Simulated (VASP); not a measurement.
A run of VASP 6.6.1 is set up as follows.

The input INCAR:

```
SYSTEM = GaN
ALGO     = Normal         ! electronic algorithm
EDIFF    = 1E-6           ! SCF threshold, eV
EDIFFG   = -0.001         ! ionic threshold
ENCUT    = 600            ! plane-wave cutoff, eV
GGA      = PE             ! functional
IBRION   = 2              ! ionic algorithm
ISIF     = 3              ! what is computed and relaxed
ISMEAR   = 0              ! smearing method
LASPH    = .TRUE.         ! aspherical terms in the spheres
LCHARG   = .FALSE.        ! write CHGCAR
LREAL    = .FALSE.        ! projectors in reciprocal space
LWAVE    = .FALSE.        ! write WAVECAR
NELM     = 60             ! most SCF steps
NSW      = 80             ! ionic steps
PREC     = Accurate       ! precision mode
PSTRESS  = 20.0         
SIGMA    = 0.01           ! smearing width, eV
```

Contents of KPOINTS:

```
k-points
0
G
  10 10 10
  0 0 0
```

The input POSCAR:

```
GaN
1.0
    0.0000000000      2.2742384953      2.2742384953
    2.2742384953      0.0000000000      2.2742384953
    2.2742384953      2.2742384953      0.0000000000
Ga N
1 1
Direct
    0.0000000000      0.0000000000      0.0000000000
    0.7500000000      0.7500000000      0.7500000000
```

Potentials or basis: VASP PAW PBE potentials, release 64 (Ga_d, N).

Run with:

```console
$ cat potpaw_PBE.64/Ga_d/POTCAR potpaw_PBE.64/N/POTCAR > POTCAR
$ mpirun -np 1 vasp_std > vasp.out
```

Question: What does it give for the relaxed cell?

Answer: a = 3.203 Å, b = 3.203 Å, c = 3.203 Å, α = 60.00°, β = 60.00°, γ = 60.00°.

Question: Predict the relaxed volume.

Answer: 11.62 Å³/atom.

Question: Predict the space group after relaxing (to 0.05 Å).

Answer: F-43m (No. 216).

Question: Predict the band gap on the k mesh.

Answer: 1.62 eV, direct.

Step by step:
```
step  energy change (eV)  largest force (eV/Å)  pressure (GPa)  volume (Å³)
   1              0.0000                0.0000           -0.06        23.53
   2              0.0060                0.0000            3.84        23.01
   3              0.0016                0.0000            1.81        23.25
   4              0.0019                0.0000            2.19        23.23
   5              0.0018                0.0000            2.08        23.24
   6              0.0017                0.0000            2.00        23.24
```

Caveat: the cell is relaxed towards a set pressure, so the enthalpy falls and the energy may rise. PBE gaps usually lie below the measured ones, often by a third to a half.
